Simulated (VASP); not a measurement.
SiSe2:

```
Si Se
1.0
    -3.79383    6.35969    3.15013
     3.79383   -6.35969    3.15013
     3.79383    6.35969   -3.15013
Si Se
2 4
Direct
  0.25000 0.25000 0.00000
  0.75000 0.75000 0.00000
  0.10104 0.82831 0.92935
  0.89896 0.17169 0.07065
  0.60104 0.67169 0.27272
  0.39896 0.32831 0.72728
```

- Program: VASP 6.6.1
- Task: relaxation of shape and atoms at fixed volume
- Functional: BLYP
- Potentials or basis: VASP PAW PBE potentials, release 64 (Si, Se)
- Cutoff: 500 eV
- k mesh: 6 × 6 × 6
- Occupations: gaussian, width 0.05 eV
- Spin: no spin polarisation

At the start: pressure -2.5 GPa; volume 50.67 Å³/atom.

Problem. Where does the relaxation end?

Solution. Over 6 steps the energy falls by 45.9 meV/atom; space group Ibam (No. 72, to 0.1 Å) before and after.

Step by step:
```csv
step,energy change (eV),largest force (eV/Å),pressure (GPa),volume (Å³)
1,0.0000,1.1151,-2.48,304.02
2,-0.2066,0.5134,-1.23,304.02
3,-0.2651,0.0603,-0.07,304.02
4,-0.2652,0.0900,-0.01,304.02
5,-0.2747,0.0283,0.07,304.02
6,-0.2754,0.0088,0.09,304.02
```

Final structure:
```
Si Se
1.0
    -3.85895    6.48804    3.03571
     3.85895   -6.48804    3.03571
     3.85895    6.48804   -3.03571
Si Se
2 4
Direct
  0.25000 0.25000 0.00000
  0.75000 0.75000 0.00000
  0.09578 0.83739 0.93317
  0.90422 0.16261 0.06683
  0.59578 0.66261 0.25840
  0.40422 0.33739 0.74160
```

Where two steps share one volume, the run began anew on that cell with a basis built for it.

Caveat: the PAW data sets were made with another functional, which shifts forces and pressure a little; this functional lacks dispersion, which binds layers or chains, so the pressure and a relaxed spacing across them are unreliable.
